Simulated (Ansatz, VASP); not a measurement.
AlCu: VASP beside Ansatz

File INCAR:

```
SYSTEM = AlCu
ALGO = Normal
DIPOL = 0.5 0.5 0.500
EDIFF = 1E-7
ENCUT = 520
GGA = PE
IDIPOL = 3
ISIF = 2
ISMEAR = 0
LASPH = .TRUE.
LCHARG = .TRUE.
LDIPOL = .TRUE.
LELF = .TRUE.
LREAL = .FALSE.
LVACPOTAV = .TRUE.
LVHAR = .TRUE.
LWAVE = .FALSE.
NBANDS = 14
NELM = 100
PREC = Accurate
SIGMA = 0.1
```

KPOINTS

```
k-points
0
G
  6 6 1
  0 0 0
```

POSCAR

```
AlCu
1.0
    3.9716700000      0.0000000000      0.0000000000
   -1.9858350000      3.4395670000      0.0000000000
    0.0000000000      0.0000000000     16.0000000000
Al Cu
1 1
Direct
    0.0000000000      0.0000000000      0.4538712200
    0.0000000000      0.0000000000      0.5461287800
```

Input for Ansatz:

```yaml
crystal:
  lattice:
    - [3.97167, 0.0, 0.0]
    - [-1.985835, 3.439567, 0.0]
    - [0.0, 0.0, 16.0]
  atoms:
    - { symbol: Al, position: [0.0, 0.0, 0.45387122] }
    - { symbol: Cu, position: [0.0, 0.0, 0.54612878] }
  periodic: [true, true, false]
basis:
  ecutwfc: 420
kpoints:
  mp_grid: { grid: [6, 6, 1] }
hamiltonian:
  xc: pbe
scf:
  occupations: { method: gaussian, width: 0.1 }
  lower_state_search: "off"
output:
  forces: true
  stress: true
  eigenvalues: true
```

Alike in both runs: task single point; functional PBE; k mesh 6 × 6 × 1; occupations gaussian, width 0.1 eV; no spin polarisation.

```csv
,VASP,Ansatz
version,VASP 6.6.1,Ansatz 0.2.0
potentials or method,"VASP PAW PBE potentials, release 64 (Al, Cu), cutoff 520 eV","scalar-relativistic, plane waves, PAW"
valence electrons in the cell,14,22
```

VASP gave:

```
gap on the k mesh at the Fermi level (eV) : none
rms of the force components (eV/Å)        : 16.234
```

**Question.** Which values does Ansatz return?

**Answer.** gap on the k mesh at the Fermi level (eV): none; rms of the force components (eV/Å): 17.429.

Atom by atom the forces differ by 1.194 eV/Å (rms over components). A gap of «none» marks a metal or a gap that the smearing closes. VASP's potentials hold 14 valence electrons a cell and Ansatz's 22, so a difference there can come from the potentials and not from the codes. Ansatz's warnings: slab cell height set.
